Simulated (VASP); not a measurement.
# Ta9N8 (a cell with a defect) in VASP: notebook

Runs on Ta9N8 (a cell with a defect). Level: PBE. Tasks: single point.

All numbers are computed with VASP 6.6.1; they aren't measurements. Logs are shortened: lines on timing, memory, paths and dates and some standing lists are left out, and cuts for length are marked.

## 1. The cell of the first run

The cell holds a defect, 17 atoms: a = 5.796 Å, b = 5.900 Å, c = 5.900 Å, α = 120.00°, β = 90.00°, γ = 90.00°.

## 2. Single point, PBE

INCAR

```
ALGO = Normal ; EDIFF = 1E-6
ENCUT = 520 ; GGA = PE
ISIF = 2 ; ISMEAR = 0
LASPH = True ; LCHARG = False
LREAL = Auto ; LWAVE = False
NBANDS = 84 ; NELM = 60
PREC = Accurate ; SIGMA = 0.1
```

KPOINTS

```
Automatic mesh
0
Gamma
  4 5 5
  0.5 0 0
```

POSCAR

```
Ta9N8
1.0
    0.0000000000      0.0000000000      5.7955432028
   -2.9501846797     -5.1098697569      0.0000000000
    5.9003693593      0.0000000000      0.0000000000
Ta N
9 8
Direct
    0.2551791865      0.1662204793      0.8330158355
    0.7448180177      0.1663735164      0.8330096474
    0.2726779777      0.1965858325      0.3600738160
    0.7274828006      0.1967095147      0.3601563338
    0.2766898535      0.6310346747      0.7998322719
    0.7232816413      0.6312321357      0.7999798129
    0.2508393000      0.6669843190      0.3336507936
    0.7493288977      0.6669598565      0.3337009314
    0.0000695362      0.8780080929      0.1146814687
   -0.0000093175     -0.0028172929      0.5232078329
    0.5000247429     -0.0045504095      0.4947223256
   -0.0000954181      0.1390225258      0.0384818495
    0.4999826416      0.0020460404     -0.0065997229
    0.0000093175      0.5077548203      0.5034183982
    0.5000376839      0.5194218495      0.4738129450
   -0.0000282976      0.4815114899     -0.0247262791
    0.5000537307      0.4918137095      0.0011982760
```

Potentials or basis: VASP PAW PBE potentials, release 64 (Ta_pv, N).

Run with:

```
> cat potpaw_PBE.64/Ta_pv/POTCAR potpaw_PBE.64/N/POTCAR > POTCAR
> mpirun -np 1 vasp_std > vasp.out
```

OUTCAR:

```text
EDIFF = 1E-6
   ENCUT = 520
   GGA = PE
   ISIF = 2
   ISMEAR = 0
   LASPH = True
   LREAL = Auto
   NELM = 60
   PREC = Accurate

 ion  position               nearest neighbor table
   1  0.255  0.166  0.833-  12 1.97  10 2.17  13 2.18  17 2.19  16 2.19  11 2.24   2 2.84   5 2.85
                             3 2.89   7 2.95   7 2.95   2 2.96   3 3.03   5 3.07   9 3.27
   2  0.745  0.166  0.833-  12 1.97  10 2.17  13 2.18  17 2.19  16 2.19  11 2.24   1 2.84   6 2.85
                             4 2.89   8 2.95   8 2.95   1 2.96   4 3.03   6 3.07   9 3.27
   3  0.273  0.197  0.360-  15 2.13  11 2.17  14 2.24  13 2.29   9 2.32  12 2.36  10 2.44   5 2.58
                             4 2.64   7 2.86   1 2.89   1 3.03   7 3.05   4 3.16   5 3.32
   4  0.727  0.197  0.360-  15 2.13  11 2.17  14 2.24  13 2.29   9 2.33  12 2.36  10 2.44   6 2.58
                             3 2.64   8 2.86   2 2.89   2 3.03   8 3.05   3 3.16   6 3.32
   5  0.277  0.631  0.800-  15 2.13  17 2.18  14 2.21  13 2.30  16 2.31   9 2.33   3 2.58   6 2.59
                             1 2.85   7 2.87   7 3.05   1 3.07   6 3.21   3 3.32
   6  0.723  0.631  0.800-  15 2.13  17 2.18  14 2.21  13 2.30  16 2.31   9 2.33   4 2.58   5 2.59
                             2 2.85   8 2.87   8 3.05   2 3.07   5 3.21   4 3.32
   7  0.251  0.667  0.334-  15 2.06  11 2.21  14 2.22  17 2.23  10 2.23  16 2.34   9 2.63   3 2.86
                             5 2.87   8 2.89   8 2.91   1 2.95   1 2.95   3 3.05   5 3.05
   8  0.749  0.667  0.334-  15 2.06  11 2.21  14 2.22  17 2.23  10 2.23  16 2.34   9 2.63   4 2.86
                             6 2.87   7 2.89   7 2.91   2 2.95   2 2.95   6 3.05   4 3.05
   9  0.000  0.878  0.115-  12 1.81  16 2.06  10 2.15   3 2.32   4 2.33   6 2.33   5 2.33   7 2.63
                             8 2.63   1 3.27   2 3.27
  10  1.000  0.997  0.523-   9 2.15   2 2.17   1 2.17   8 2.23   7 2.23   4 2.44   3 2.44
  11  0.500  0.995  0.495-   3 2.17   4 2.17   7 2.21   8 2.21   2 2.24   1 2.24
  12  1.000  0.139  0.038-   9 1.81   2 1.97   1 1.97   4 2.36   3 2.36
  13  0.500  0.002  0.993-   1 2.18   2 2.18   3 2.29   4 2.29   6 2.30   5 2.30
  14  0.000  0.508  0.503-   5 2.21   6 2.21   8 2.22   7 2.22   4 2.24   3 2.24
  15  0.500  0.519  0.474-   7 2.06   8 2.06   4 2.13   3 2.13   5 2.13   6 2.13
  16  1.000  0.482  0.975-   9 2.06   2 2.19   1 2.19   5 2.31   6 2.31   8 2.34   7 2.34
  17  0.500  0.492  0.001-   6 2.18   5 2.18   2 2.19   1 2.19   7 2.23   8 2.23

  LATTYP: Found a hexagonal cell.
 ALAT       =     5.9003693594
 C/A-ratio  =     0.9822339670

  Lattice vectors:

 A1 = (  -2.9501846797,  -5.1098697569,   0.0000000000)
 A2 = (   5.9003693593,   0.0000000000,   0.0000000000)
 A3 = (   0.0000000000,   0.0000000000,   5.7955432028)

Analysis of symmetry for initial positions (statically):
=====================================================================
 Subroutine PRICEL returns:
 Original cell was already a primitive cell.

 Routine SETGRP: Setting up the symmetry group for a
 hexagonal supercell.

 Subroutine GETGRP returns: Found  1 space group operations
 (whereof  1 operations were pure point group operations)
 out of a pool of 24 trial point group operations.
[... 163 lines left out ...]
   IMIX   =      4    mixing-type and parameters
     AMIX     =   0.40;   BMIX     =  1.00
     AMIX_MAG =   1.60;   BMIX_MAG =  1.00
  volume/ion in A,a.u.               =      10.28        69.36
  Fermi-wavevector in a.u.,A,eV,Ry     =   1.516883  2.866493 31.306102  2.300934
  Thomas-Fermi vector in A             =   2.626213
   LORBIT       =      0    0 simple, 1 ext, 2 COOP (PROOUT), +10 PAW based schemes
   GGA     = PE    functional components
   LHFCALC =     F    Hartree Fock is set to
   AEXX    =    0.0000 exact exchange contribution
   IVDW    =     0    specifies the selected vdW correction
   LEPSILON=     F    determine dielectric tensor
   LRPA    =     F    only Hartree local field effects (RPA)
 non-spin polarized calculation
 Gauss-broadening in eV      SIGMA  =   0.10
  energy-cutoff  :      520.00
  volume of cell :      174.74
 maximum number of plane-waves:      4717
 NGX is ok and might be reduce to    48
   NGX = 21   NGY = 21   NGZ = 21

 number of electron     138.9999998 magnetization

 Free energy of the ion-electron system (eV)
  ---------------------------------------------------
  ext. energy  EPLUGINS =         0.00000000
  ---------------------------------------------------
  free energy    TOTEN  =      -174.39276196 eV

  energy without entropy =     -174.37519092  energy(sigma->0) =     -174.38397644

 E-fermi :   9.2070     XC(G=0): -13.7091

 val. band max:        9.1881383784   @ k =   0.3750   0.4000  -0.2000
 cond. band min:       9.2405181564   @ k =   0.1250  -0.4000   0.0000
 fundamental gap:      0.0523797781
 Fermi energy:         9.2069859020

 k-point     1 :       0.1250    0.0000    0.0000
  band No.  band energies     occupation
      1     -27.3317      2.00000
      2     -27.2559      2.00000
      3     -26.9819      2.00000
      4     -26.8247      2.00000
      5     -26.7296      2.00000
      6     -26.6067      2.00000
[... 2005 lines left out ...]
     80      11.7566      0.00000
     81      11.8498      0.00000

 [... further k-points ...]

 [bands above 81 left out]

------------------------ aborting loop because EDIFF is reached ----------------------------------------

  FORCE on cell =-STRESS in cart. coord.  units (eV):
  Direction    XX          YY          ZZ          XY          YZ          ZX
  --------------------------------------------------------------------------------------
  -------------------------------------------------------------------------------------
  Total       53.5631841     71.6775733     62.5907842     -1.8112441      0.0008711      0.0204800
  in kB      491.1269778    657.2198900    573.9020792    -16.6075052      0.0079872      0.1877838
  external PRESSURE =     574.0829823 kB  Pullay stress =       0.0000000 kB

 VOLUME and BASIS-vectors are now :
 -----------------------------------------------------------------------------
  energy-cutoff  :      520.00
  volume of cell :      174.74
      direct lattice vectors                 reciprocal lattice vectors
     0.000000000  0.000000000  5.795543203     0.000000000  0.000000000  0.172546380
    -2.950184680 -5.109869757  0.000000000     0.000000000 -0.195699704  0.000000000
     5.900369359  0.000000000  0.000000000     0.169480915 -0.097849852  0.000000000

 POSITION                                       TOTAL-FORCE (eV/Angst)
 -----------------------------------------------------------------------------------
      4.42472     -0.84937      1.47890        -0.034517     -0.005706      0.046577
      4.42423     -0.85015      4.31662        -0.031054      0.007181     -0.050575
      1.54460     -1.00453      1.58032         0.011973     -0.041766      0.054732
      1.54473     -1.00516      4.21616         0.008959     -0.031024     -0.055424
      2.85764     -3.22450      1.60357        -0.027227     -0.002677      0.045968
      2.85793     -3.22551      4.19181        -0.030941      0.002037     -0.039015
[... 9 lines left out ...]
      4.33393     -2.46046      5.79538         0.009262      0.058143      0.004301
     -1.44387     -2.51310      2.89808         0.011175     -0.002210     -0.004626
 -----------------------------------------------------------------------------------
    total drift:                               -0.002215      0.005896     -0.000356

  FREE ENERGIE OF THE ION-ELECTRON SYSTEM (eV)
  ---------------------------------------------------
  free  energy   TOTEN  =      -174.3927619561 eV

  energy  without entropy=     -174.3751909244  energy(sigma->0) =     -174.38397644
```

Wall time 19 min (1 thread of Intel Xeon 6975P-C (Granite Rapids), shared host); peak memory 0.61 GiB.

What came out:

* Free energy: -174.3928 eV
* Pressure: 57.4 GPa
* Largest force: 0.190 eV/Å
* Band gap on the k mesh: zero (an odd number of electrons rules out a gap without spin polarisation)

Forces in eV/Å, atoms in the order of the input:
```
Ta  -0.035 -0.006  0.047
Ta  -0.031  0.007 -0.051
Ta   0.012 -0.042  0.055
Ta   0.009 -0.031 -0.055
Ta  -0.027 -0.003  0.046
Ta  -0.031  0.002 -0.039
Ta   0.000  0.010  0.000
Ta  -0.007  0.000 -0.012
Ta   0.113  0.153 -0.005
N    0.041 -0.013  0.003
N   -0.002 -0.004  0.003
N   -0.071 -0.130  0.002
N    0.006  0.002  0.005
N   -0.009  0.005  0.001
N    0.011 -0.007  0.001
N    0.009  0.058  0.004
N    0.011 -0.002 -0.005
```

Stress tensor (GPa, compression positive):
```
49.11 -1.66  0.02
-1.66 65.72  0.00
 0.02  0.00 57.39
```

Levels at points of the mesh, in eV from the Fermi level:
| k point | band 65 | band 66 | band 67 | band 68 | band 69 | band 70 | band 71 | band 72 | band 73 | band 74 |
| --- | --- | --- | --- | --- | --- | --- | --- | --- | --- | --- |
| (0.12, 0.00, 0.00) | -1.71 | -1.31 | -1.02 | -0.82 | -0.51 | 0.21 | 1.15 | 1.38 | 1.54 | 1.60 |

Caveat: spin-orbit coupling is left out, which moves the levels of the heavy elements; an odd number of electrons without spin polarisation forces a metal; a magnetic or distorted state may lie lower.

## 3. Single point, PBE

INCAR

```
ALGO     = Normal         # electronic algorithm
EDIFF    = 1E-7           # SCF threshold, eV
ENCUT    = 520            # plane-wave cutoff, eV
GGA      = PE             # functional
ISIF     = 2              # what is computed and relaxed
ISMEAR   = 0              # smearing method
LASPH    = T              # aspherical terms in the spheres
LCHARG   = T              # write CHGCAR
LELF     = T              # ELF
LREAL    = Auto         
LVHAR    = T            
LWAVE    = F              # write WAVECAR
NBANDS   = 84             # bands
NELM     = 60             # most SCF steps
PREC     = Accurate       # precision mode
SIGMA    = 0.1            # smearing width, eV
```

KPOINTS is that of step 2.

POSCAR

```
Ta9N8
1.0
    0.0000000000      0.0000000000      5.7955432028
   -2.9501846797     -5.1098697569      0.0000000000
    5.9003693593      0.0000000000      0.0000000000
Ta N
9 8
Direct
    0.2568925721      0.1673263783      0.8323644536
    0.7431063576      0.1673938947      0.8323453337
    0.2690929815      0.1910516405      0.3564950760
    0.7309406300      0.1910851052      0.3564697770
    0.2776229844      0.6361213015      0.8027304783
    0.7223982038      0.6362391127      0.8027432851
    0.2541644413      0.6633873584      0.3386818858
    0.7458617508      0.6634298253      0.3386876965
    0.0000232938      0.8569171443      0.1232946256
    0.0000110430      0.0094902615      0.5298263267
    0.5000111117     -0.0019708917      0.4963961283
   -0.0000747126      0.0818613820     -0.0005167143
    0.5000062804      0.0029540870     -0.0051933863
    0.0000067293      0.5037445419      0.5014468163
    0.5000152529      0.5068054810      0.4701132415
    0.0000722969      0.4640722979     -0.0045903934
    0.5000202567      0.4951511722      0.0003222514
```

Potentials or basis: VASP PAW PBE potentials, release 64 (Ta_pv, N).

Run with:

```
> cat potpaw_PBE.64/Ta_pv/POTCAR potpaw_PBE.64/N/POTCAR > POTCAR
> mpirun -np 1 vasp_std > vasp.out
```

Wall time 22 min (1 thread of Intel Xeon 6975P-C (Granite Rapids), shared host); peak memory 0.6 GiB.

Results (log left out):

```
Free energy            : -174.0755 eV
Pressure               : 58.3 GPa
Largest force          : 1.112 eV/Å
Band gap on the k mesh : zero (an odd number of electrons rules out a gap without spin polarisation)
```

Forces in eV/Å, atoms in the order of the input:
```
Ta   0.071  0.112  0.020
Ta   0.071  0.113 -0.021
Ta   0.344 -0.051  0.262
Ta   0.343 -0.050 -0.261
Ta   0.242  0.653 -0.081
Ta   0.245  0.656  0.081
Ta  -0.179  0.094 -0.244
Ta  -0.178  0.095  0.244
Ta  -0.614 -0.927  0.001
N    0.177  0.324  0.000
N    0.172  0.136  0.000
N   -0.366 -0.584  0.000
N    0.029  0.166  0.001
N    0.004  0.099  0.000
N   -0.131 -0.516  0.000
N   -0.408 -0.445 -0.002
N    0.178  0.125  0.000
```

Stress tensor (GPa, compression positive):
```
54.08  1.03  0.02
 1.03 62.11  0.01
 0.02  0.01 58.71
```

Levels at points of the mesh, in eV from the Fermi level:
```
           k point  band 65  band 66  band 67  band 68  band 69  band 70  band 71  band 72  band 73  band 74
(0.12, 0.00, 0.00)    -1.77    -1.24    -1.02    -0.74    -0.45     0.21     1.06     1.33     1.55     1.90
```

Caveat: spin-orbit coupling is left out, which moves the levels of the heavy elements; an odd number of electrons without spin polarisation forces a metal; a magnetic or distorted state may lie lower.

The gap in the log of VASP goes by the Fermi energy; the results here count the filled bands.